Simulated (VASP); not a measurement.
Here is a VASP 6.6.1 calculation.

POSCAR

```
MgS
1.0
    4.0286256320      0.0000000000      0.0000000000
   -2.0143128160      3.4888921397      0.0000000000
    0.0000000000      0.0000000000      6.2788332940
Mg S
2 2
Direct
    0.3333333333      0.6666666667     -0.0062844843
    0.6666666667      0.3333333333      0.4937155157
    0.3333333333      0.6666666667      0.3812844843
    0.6666666667      0.3333333333      0.8812844843
```

File INCAR.step1:

```
SYSTEM = MgS
PREC = Accurate
ENCUT = 520
EDIFF = 1E-5
ISMEAR = 0
SIGMA = 0.01
LREAL = .FALSE.
LASPH = .TRUE.
NELM = 100
ALGO = Normal
ISIF = 2
LWAVE = .TRUE.
LCHARG = .FALSE.
GGA = PE
NBANDS = 16
```

The input INCAR.step2:

```
SYSTEM = MgS
PREC = Accurate
ENCUT = 520
EDIFF = 1E-6
ISMEAR = 0
SIGMA = 0.01
LREAL = .FALSE.
LASPH = .TRUE.
NELM = 100
ALGO = Normal
ISIF = 2
LWAVE = .FALSE.
LCHARG = .FALSE.
GGA = PE
LHFCALC = .TRUE.
HFSCREEN = 0.2079
PRECFOCK = Normal
ISTART = 1
NBANDS = 16
```

KPOINTS

```
Automatic mesh
0
G
  6 6 4
  0 0 0
```

Potentials or basis: VASP PAW PBE potentials, release 64 (Mg, S).

Launch:

```sh
$ cat potpaw_PBE.64/Mg/POTCAR potpaw_PBE.64/S/POTCAR > POTCAR
$ cp INCAR.step1 INCAR
$ mpirun -np 1 vasp_std > vasp.out
$ cp INCAR.step2 INCAR
$ mpirun -np 1 vasp_std > vasp.out
```

(1) Predict the pressure.

(2) Estimate the band gap on the k mesh.

Answers

(1) 1.5 GPa.

(2) 4.55 eV, direct.

Caveat: the cell differs from its parent crystal (uniaxial z strain -2.7%); the PAW data sets were made with another functional, which shifts forces and pressure a little.
